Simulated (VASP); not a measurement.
# LiF (P6_3mc) in VASP: further runs, part 2 of 2

VASP 6.6.1. The steps go on from the part before.

## 5. Single point, LDA (strain +0.030 along x and y, -0.015 along z)

Contents of INCAR:

```
SYSTEM = LiF
PREC = Accurate
ENCUT = 520
EDIFF = 1E-7
ISMEAR = 0
SIGMA = 0.05
LREAL = .FALSE.
LASPH = .TRUE.
NELM = 100
ALGO = Normal
ISIF = 2
LWAVE = .FALSE.
LCHARG = .TRUE.
GGA = CA
LELF = .TRUE.
LVHAR = .TRUE.
NBANDS = 18
```

Contents of KPOINTS:

```
regular mesh
0
G
  9 9 6
  0 0 0
```

Contents of POSCAR:

```
LiF
1.0
    3.1527680120      0.0000000000      0.0000000000
   -1.5763840060      2.7303771907      0.0000000000
    0.0000000000      0.0000000000      4.7352147014
Li F
2 2
Direct
    0.3333333333      0.6666666667      0.3811542600
    0.6666666667      0.3333333333      0.8811542600
    0.3333333333      0.6666666667      0.9938437400
    0.6666666667      0.3333333333      0.4938437400
```

Potentials or basis: VASP PAW LDA potentials, release 64 (Li_sv, F).

Command:

```sh
cat potpaw_LDA.64/Li_sv/POTCAR potpaw_LDA.64/F/POTCAR > POTCAR
mpirun -np 1 vasp_std > vasp.out
```

OUTCAR:

```text
SYSTEM = LiF
   PREC = Accurate
   ENCUT = 520
   EDIFF = 1E-7
   ISMEAR = 0
   LREAL = .FALSE.
   LASPH = .TRUE.
   NELM = 100
   ISIF = 2
   GGA = CA

 ion  position               nearest neighbor table
   1  0.333  0.667  0.381-   3 1.83   4 1.90   4 1.90   4 1.90
   2  0.667  0.333  0.881-   4 1.83   3 1.90   3 1.90   3 1.90
   3  0.333  0.667  0.994-   1 1.83   2 1.90   2 1.90   2 1.90
   4  0.667  0.333  0.494-   2 1.83   1 1.90   1 1.90   1 1.90

  LATTYP: Found a hexagonal cell.
 ALAT       =     3.1527680120
 C/A-ratio  =     1.5019229716

  Lattice vectors:

 A1 = (   3.1527680120,   0.0000000000,   0.0000000000)
 A2 = (  -1.5763840060,   2.7303771907,   0.0000000000)
 A3 = (   0.0000000000,   0.0000000000,   4.7352147014)

Analysis of symmetry for initial positions (statically):
=====================================================================
 Subroutine PRICEL returns:
 Original cell was already a primitive cell.

 Routine SETGRP: Setting up the symmetry group for a
 hexagonal supercell.

 Subroutine GETGRP returns: Found 12 space group operations
 (whereof  6 operations were pure point group operations)
 out of a pool of 24 trial point group operations.

The static configuration has the point symmetry C_3v.
 The point group associated with its full space group is C_6v.

Analysis of symmetry for dynamics (positions and initial velocities):
=====================================================================
 Subroutine PRICEL returns:
 Original cell was already a primitive cell.

 Routine SETGRP: Setting up the symmetry group for a
 hexagonal supercell.

 Subroutine GETGRP returns: Found 12 space group operations
 (whereof  6 operations were pure point group operations)
 out of a pool of 24 trial point group operations.

The dynamic configuration has the point symmetry C_3v.
 The point group associated with its full space group is C_6v.

[... 116 lines left out ...]
   EFERMI =   0.00;   METHOD = LEGACY
   ISMEAR =     0;   SIGMA  =   0.05  broadening in eV -4-tet -1-fermi 0-gaus
   EFERMI_NEDOS =   21; number of points for ismear=-14 and -15
   IALGO  =     38    algorithm
   IMIX   =      4    mixing-type and parameters
     AMIX     =   0.40;   BMIX     =  1.00
     AMIX_MAG =   1.60;   BMIX_MAG =  1.00
  volume/ion in A,a.u.               =      10.19        68.77
  Fermi-wavevector in a.u.,A,eV,Ry     =   1.291219  2.440051 22.684281  1.667248
  Thomas-Fermi vector in A             =   2.423003
   LORBIT       =      0    0 simple, 1 ext, 2 COOP (PROOUT), +10 PAW based schemes
   GGA     = CA    functional components
   LHFCALC =     F    Hartree Fock is set to
   AEXX    =    0.0000 exact exchange contribution
   IVDW    =     0    specifies the selected vdW correction
   LEPSILON=     F    determine dielectric tensor
   LRPA    =     F    only Hartree local field effects (RPA)
 non-spin polarized calculation
 Gauss-broadening in eV      SIGMA  =   0.05
  energy-cutoff  :      520.00
  volume of cell :       40.76
 maximum number of plane-waves:      1128
 NGX is ok and might be reduce to    24
   NGX = 11   NGY = 11   NGZ = 17

 number of electron      20.0000014 magnetization

 Free energy of the ion-electron system (eV)
  ---------------------------------------------------
  ext. energy  EPLUGINS =         0.00000000
  ---------------------------------------------------
  free energy    TOTEN  =       -20.74032399 eV

  energy without entropy =      -20.74032399  energy(sigma->0) =      -20.74032399

 E-fermi :  -2.6054     XC(G=0):  -9.4233

 val. band max:       -2.8573441750   @ k =   0.0000   0.0000   0.0000
 cond. band min:       4.4560906662   @ k =   0.0000   0.0000   0.0000
 fundamental gap:      7.3134348412
 Fermi energy:        -2.6054178702

 k-point     1 :       0.0000    0.0000    0.0000
  band No.  band energies     occupation
      1     -42.2679      2.00000
      2     -42.2187      2.00000
      3     -21.8666      2.00000
      4     -21.6045      2.00000
      5      -5.0596      2.00000
      6      -3.4253      2.00000
[... 481 lines left out ...]
      5      -4.8915      2.00000
      6      -4.1348      2.00000
[... 10 lines left out ...]
     17      15.1720      0.00000
     18      17.4317      0.00000

 [... further k-points ...]
[... 5 lines left out ...]
  --------------------------------------------------------------------------------------
  -------------------------------------------------------------------------------------
  Total       -1.5947330     -1.5947330     -0.7679461      0.0000000      0.0000000      0.0000000
  in kB      -62.6821974    -62.6821974    -30.1847076      0.0000000      0.0000000      0.0000000
  external PRESSURE =     -51.8497008 kB  Pullay stress =       0.0000000 kB

 VOLUME and BASIS-vectors are now :
 -----------------------------------------------------------------------------
  energy-cutoff  :      520.00
  volume of cell :       40.76
      direct lattice vectors                 reciprocal lattice vectors
     3.152768012  0.000000000  0.000000000     0.317181599  0.183124882  0.000000000
    -1.576384006  2.730377191  0.000000000     0.000000000  0.366249763  0.000000000
     0.000000000  0.000000000  4.735214701     0.000000000  0.000000000  0.211183666

 POSITION                                       TOTAL-FORCE (eV/Angst)
 -----------------------------------------------------------------------------------
     -0.00000      1.82025      1.80485        -0.000000      0.000000      0.136522
      1.57638      0.91013      4.17245         0.000000     -0.000000      0.136522
     -0.00000      1.82025      4.70606         0.000000     -0.000000     -0.136522
      1.57638      0.91013      2.33846        -0.000000      0.000000     -0.136522
 -----------------------------------------------------------------------------------
    total drift:                               -0.000000     -0.000001     -0.000665

  FREE ENERGIE OF THE ION-ELECTRON SYSTEM (eV)
  ---------------------------------------------------
  free  energy   TOTEN  =       -20.7403239926 eV

  energy  without entropy=      -20.7403239926  energy(sigma->0) =      -20.74032399
```

stdout:

```text
POSCAR found type information on POSCAR LiF
 POSCAR found :  2 types and       4 ions
 scaLAPACK will be used
 LDA part: xc-table for (Slater(with rela. corr.)+CA(PZ))
 , standard interpolation
 POSCAR, INCAR and KPOINTS ok, starting setup
 FFT: planning ... GRIDC
 FFT: planning ... GRID_SOFT
 FFT: planning ... GRID
 WAVECAR not read
 entering main loop
```

It took 37 s on 1 thread of Intel Xeon Platinum 8259CL at 2.50GHz (Skylake/Cascade Lake), shared host; peak memory 0.14 GiB.

Results:

```yaml
Free_energy: -20.7403 eV
Largest_force: 0.137 eV/Å
Band_gap_on_the_k_mesh: 7.31 eV, direct
```

Forces on the atoms (eV/Å):
```
Li   0.000  0.000  0.137
Li   0.000  0.000  0.137
F    0.000  0.000 -0.137
F    0.000  0.000 -0.137
```

Levels at points of the mesh, in eV from the valence-band top:
| k point | band 8 | band 9 | band 10 | band 11 | band 12 | band 13 |
| --- | --- | --- | --- | --- | --- | --- |
| (0.00, 0.00, 0.00) | -0.19 | -0.19 | 0.00 | 7.31 | 11.73 | 14.87 |
| (0.00, 0.00, 0.50) | -0.38 | -0.38 | -0.38 | 9.03 | 9.03 | 17.33 |

Caveat: the cell differs from its parent crystal (strain +0.030 along x and y, -0.015 along z); the cutoff is under 1.25 times the usual one of these potentials, so pressure, stress and relaxed cells hold a basis-set (Pulay) error. A k mesh can miss the band edges.

## 6. Single point, LDA (strain +0.030 along x and y, +0.000 along z)

Contents of INCAR:

```
PREC = Accurate ; ENCUT = 520
EDIFF = 1E-7 ; ISMEAR = 0
SIGMA = 0.05 ; LREAL = F
LASPH = T ; NELM = 60
ALGO = Normal ; ISIF = 2
LWAVE = F ; LCHARG = F
GGA = CA ; NBANDS = 18
```

Contents of KPOINTS:

```
regular mesh
0
Gamma
  9 9 6
```

Edit POSCAR of step 5 so:

```diff
@@ -4,3 +4,3 @@
    -1.5763840060      2.7303771907      0.0000000000
-    0.0000000000      0.0000000000      4.7352147014
+    0.0000000000      0.0000000000      4.8073245700
 Li F
```

Potentials or basis: VASP PAW LDA potentials, release 64 (Li_sv, F).

Command:

```sh
cat potpaw_LDA.64/Li_sv/POTCAR potpaw_LDA.64/F/POTCAR > POTCAR
mpirun -np 1 vasp_std > vasp.out
```

OUTCAR:

```text
PREC = Accurate
   ENCUT = 520
   EDIFF = 1E-7
   ISMEAR = 0
   LREAL = F
   LASPH = T
   NELM = 60
   ISIF = 2
   GGA = CA

 ion  position               nearest neighbor table
   1  0.333  0.667  0.381-   3 1.86   4 1.90   4 1.90   4 1.90
   2  0.667  0.333  0.881-   4 1.86   3 1.90   3 1.90   3 1.90
   3  0.333  0.667  0.994-   1 1.86   2 1.90   2 1.90   2 1.90
   4  0.667  0.333  0.494-   2 1.86   1 1.90   1 1.90   1 1.90

  LATTYP: Found a hexagonal cell.
 ALAT       =     3.1527680120
 C/A-ratio  =     1.5247948951

  Lattice vectors:

 A1 = (   3.1527680120,   0.0000000000,   0.0000000000)
 A2 = (  -1.5763840060,   2.7303771907,   0.0000000000)
 A3 = (   0.0000000000,   0.0000000000,   4.8073245700)

Analysis of symmetry for initial positions (statically):
=====================================================================
 Subroutine PRICEL returns:
 Original cell was already a primitive cell.

 Routine SETGRP: Setting up the symmetry group for a
 hexagonal supercell.
[... 168 lines left out ...]
  ext. energy  EPLUGINS =         0.00000000
  ---------------------------------------------------
  free energy    TOTEN  =       -20.72711048 eV

  energy without entropy =      -20.72711048  energy(sigma->0) =      -20.72711048

 E-fermi :  -2.5765     XC(G=0):  -9.3558

 val. band max:       -2.9369081888   @ k =   0.0000   0.0000   0.0000
 cond. band min:       4.3153372516   @ k =   0.0000   0.0000   0.0000
 fundamental gap:      7.2522454404
 Fermi energy:        -2.5764980754

 k-point     1 :       0.0000    0.0000    0.0000
  band No.  band energies     occupation
      1     -42.3740      2.00000
      2     -42.3301      2.00000
      3     -21.9085      2.00000
      4     -21.6631      2.00000
      5      -5.0827      2.00000
      6      -3.4585      2.00000
[... 481 lines left out ...]
      5      -4.9106      2.00000
      6      -4.1679      2.00000
[... 10 lines left out ...]
     17      14.9366      0.00000
     18      17.1953      0.00000

 [... further k-points ...]
[... 5 lines left out ...]
  --------------------------------------------------------------------------------------
  -------------------------------------------------------------------------------------
  Total       -1.6817114     -1.6817114     -1.1781486      0.0000000      0.0000000      0.0000000
  in kB      -65.1094369    -65.1094369    -45.6134112      0.0000000      0.0000000      0.0000000
  external PRESSURE =     -58.6107617 kB  Pullay stress =       0.0000000 kB

 VOLUME and BASIS-vectors are now :
 -----------------------------------------------------------------------------
  energy-cutoff  :      520.00
  volume of cell :       41.38
      direct lattice vectors                 reciprocal lattice vectors
     3.152768012  0.000000000  0.000000000     0.317181599  0.183124882  0.000000000
    -1.576384006  2.730377191  0.000000000     0.000000000  0.366249763  0.000000000
     0.000000000  0.000000000  4.807324570     0.000000000  0.000000000  0.208015911

 POSITION                                       TOTAL-FORCE (eV/Angst)
 -----------------------------------------------------------------------------------
     -0.00000      1.82025      1.83233        -0.000000      0.000000      0.070414
      1.57638      0.91013      4.23599         0.000000     -0.000000      0.070414
     -0.00000      1.82025      4.77773         0.000000      0.000000     -0.070414
      1.57638      0.91013      2.37407        -0.000000      0.000000     -0.070414
 -----------------------------------------------------------------------------------
    total drift:                               -0.000000     -0.000001     -0.000540

  FREE ENERGIE OF THE ION-ELECTRON SYSTEM (eV)
  ---------------------------------------------------
  free  energy   TOTEN  =       -20.7271104831 eV

  energy  without entropy=      -20.7271104831  energy(sigma->0) =      -20.72711048
```

OSZICAR:

```text
N       E                     dE             d eps       ncg     rms          rms(c)
DAV:   1     0.118622859643E+03    0.11862E+03   -0.10706E+04  1736   0.118E+03
DAV:   2    -0.115659180334E+02   -0.13019E+03   -0.12728E+03  2000   0.295E+02
DAV:   3    -0.220655116814E+02   -0.10500E+02   -0.10442E+02  3278   0.626E+01
DAV:   4    -0.221461936764E+02   -0.80682E-01   -0.80581E-01  2128   0.715E+00
DAV:   5    -0.221473701030E+02   -0.11764E-02   -0.11761E-02  2228   0.649E-01    0.694E+00
DAV:   6    -0.207618994327E+02    0.13855E+01   -0.36571E+00  1816   0.144E+01    0.229E+00
DAV:   7    -0.207382755610E+02    0.23624E-01   -0.11599E-01  1948   0.237E+00    0.140E+00
DAV:   8    -0.207277969727E+02    0.10479E-01   -0.45920E-02  2342   0.207E+00    0.323E-01
DAV:   9    -0.207268755223E+02    0.92145E-03   -0.55012E-03  2062   0.616E-01    0.892E-02
DAV:  10    -0.207271230853E+02   -0.24756E-03   -0.32685E-04  1880   0.147E-01    0.386E-02
DAV:  11    -0.207271108143E+02    0.12271E-04   -0.30746E-05  2310   0.530E-02    0.789E-03
DAV:  12    -0.207271105002E+02    0.31418E-06   -0.17963E-06  2526   0.122E-02    0.688E-04
DAV:  13    -0.207271104831E+02    0.17083E-07   -0.13934E-07  1792   0.239E-03
   1 F= -.20727110E+02 E0= -.20727110E+02  d E =-.158000E-26
```

stdout:

```text
POSCAR found type information on POSCAR LiF
 POSCAR found :  2 types and       4 ions
 scaLAPACK will be used
 LDA part: xc-table for (Slater(with rela. corr.)+CA(PZ))
 , standard interpolation
 POSCAR, INCAR and KPOINTS ok, starting setup
 FFT: planning ... GRIDC
 FFT: planning ... GRID_SOFT
 FFT: planning ... GRID
 WAVECAR not read
 entering main loop
```

Run time: 34 s. Hardware: 1 thread of Intel Xeon Platinum 8259CL at 2.50GHz (Skylake/Cascade Lake), shared host; peak memory 0.14 GiB.

What came out:

```yaml
Free_energy: -20.7271 eV
Largest_force: 0.070 eV/Å
Band_gap_on_the_k_mesh: 7.25 eV, direct
```

Forces in eV/Å, atoms in the order of the input:
```
Li   0.000  0.000  0.070
Li   0.000  0.000  0.070
F    0.000  0.000 -0.070
F    0.000  0.000 -0.070
```

Caveat: the cell differs from its parent crystal (strain +0.030 along x and y, +0.000 along z); the cutoff is under 1.25 times the usual one of these potentials, so pressure, stress and relaxed cells hold a basis-set (Pulay) error.

## 7. Overview

| cell | gap on the mesh (eV) | largest force (eV/Å) |
| --- | --- | --- |
| a = 3.061, b = 3.061, c = 4.952 Å, angles 90.0, 90.0, 120.0°, 4 atoms | 7.46 | 0.09 |
| a = 3.153, b = 3.153, c = 4.663 Å, angles 90.0, 90.0, 120.0°, 4 atoms | 7.38 | 0.22 |
| a = 3.107, b = 3.107, c = 4.807 Å, angles 90.0, 90.0, 120.0°, 4 atoms | 7.42 | 0.04 |
| a = 3.153, b = 3.153, c = 4.735 Å, angles 90.0, 90.0, 120.0°, 4 atoms | 7.31 | 0.14 |
| a = 3.153, b = 3.153, c = 4.807 Å, angles 90.0, 90.0, 120.0°, 4 atoms | 7.25 | 0.07 |

Alike in all rows: task single point; level LDA; potentials or basis VASP PAW LDA potentials, release 64 (Li_sv, F); no spin polarisation; k mesh 9 × 9 × 6; cutoff (eV) 520; smearing gaussian 0.05 eV.

Caveats: the cutoff is under 1.25 times the usual one of these potentials, so pressure, stress and relaxed cells hold a basis-set (Pulay) error.

Total energies depend on the potentials used, so only differences within one code and one set of settings carry meaning.
